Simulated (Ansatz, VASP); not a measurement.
**One calculation of CaSe, two programs**

```
Ca Se
1.0
     0.00000    2.96738    2.96738
     2.96738    0.00000    2.96738
     2.96738    2.96738    0.00000
Ca Se
1 1
Direct
  0.00000 0.00000 0.00000
  0.50000 0.50000 0.50000
```

Alike in both runs: functional r2SCAN; k mesh 9 × 9 × 9; occupations fermi-dirac, width 0.02 eV; no spin polarisation.

Ansatz relaxed the structure, and its values are those at the end. VASP's run is a single point on that final structure, the one shown.

```csv
,VASP,Ansatz
version,VASP 6.6.1,Ansatz 0.2.0
potentials or method,"VASP PAW PBE potentials, release 64 (Ca_sv, Se)","PAW with Ansatz's default frozen-core files, scalar-relativistic"
plane-wave cutoff (eV),520,500
valence electrons in the cell,16,26
```

|  | VASP | Ansatz | Ansatz less VASP |
| --- | --- | --- | --- |
| pressure (GPa) | 0.3 | 0.0 | -0.26 |

VASP's potentials were made for PBE, not for r2SCAN. With one functional, cell and mesh, what is left measures potentials, basis and numerics. VASP's potentials hold 16 valence electrons a cell and Ansatz's 26, so a difference there can come from the potentials and not from the codes.
